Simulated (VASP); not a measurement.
Input of a VASP 6.6.1 run:

File INCAR:

```
ALGO = Normal ; EDIFF = 1E-6
ENCUT = 520 ; GGA = PE
GGA_COMPAT = F ; ISIF = 2
ISMEAR = 0 ; ISPIN = 2
LASPH = T ; LCHARG = F
LMAXMIX = 4 ; LORBIT = 11
LREAL = Auto ; LWAVE = F
MAGMOM = 0 0 0 0 0 0 0 0 0 0 0 0 0 0 0 0 0 0 0 0 0 0 0 0 0 0 0 0 0 0 0 0 0 0 0 0 0 0 0 0 0 0 0 0 0 0 0 0 0 0 0 0 0 0 0 0 0 0 0 0 0 0 0 0.01 0.01 0.01 0.01 0.01 0.01 0.01 0.01 0.01 0.01 0.03 0.03 0.01 0.01 0.03 0.01 0.01 0.01 0.01 0.01 0.01 0.01 0.01 0.01 0.01 0.01 0.07 0.01 0.01 0.01 0.01 0.01 0.01 0.01 0.02 0.02 0.01 0.01 0.04 0.01 0.01 0.01 0 0.01 0.01 0.01 0.01 0.01 0.01 0.01 0.03 0.01 0.01 0.01 0.01 0.01 0.01 0.01 0.01 0.01 0.01 0.01 0.02 0.02 0.03 ; NBANDS = 334
NCORE = 4 ; NELECT = 519.0
NELM = 200 ; NUPDOWN = 1.0
PREC = Accurate ; SIGMA = 0.01
```

File KPOINTS:

```
Automatic mesh
0
Gamma
  1 1 1
  0.25 0.25 0.25
```

The input POSCAR:

```
ScB63N64
1.0
    0.0000000000      7.2482207700      7.2482207700
    7.2482207700      0.0000000000      7.2482207700
    7.2482207700      7.2482207700      0.0000000000
B N Sc
63 64 1
Direct
   -0.0000602490      0.0000194054     -0.0000114361
    0.0000757643      0.0001541201      0.2497737131
    0.0003089111      0.0007018682      0.4994614584
   -0.0000276999      0.0001661619      0.7499693444
    0.0000661897      0.2498652830      0.0000916047
    0.0006122269      0.2498864199      0.2496773475
[... 120 lines left out ...]
    0.8115773995      0.8123887498      0.8131302359
    0.4939540501      0.4974515816      0.5020094211
```

Potentials or basis: VASP PAW PBE potentials, release 64 (B, N, Sc_sv).

Launch:

```bash
$ cat potpaw_PBE.64/B/POTCAR potpaw_PBE.64/N/POTCAR potpaw_PBE.64/Sc_sv/POTCAR > POTCAR
$ mpirun -np 4 vasp_std > vasp.out
```

Task: What does it give for the largest force?

Result: 0.241 eV/Å.

Caveat: the k points lie up to 0.38 Å⁻¹ apart; the cell carries a net charge on a neutralising background, which shifts energy and pressure; the total moment is fixed, so each spin has its own Fermi level and the state may be an excited one.
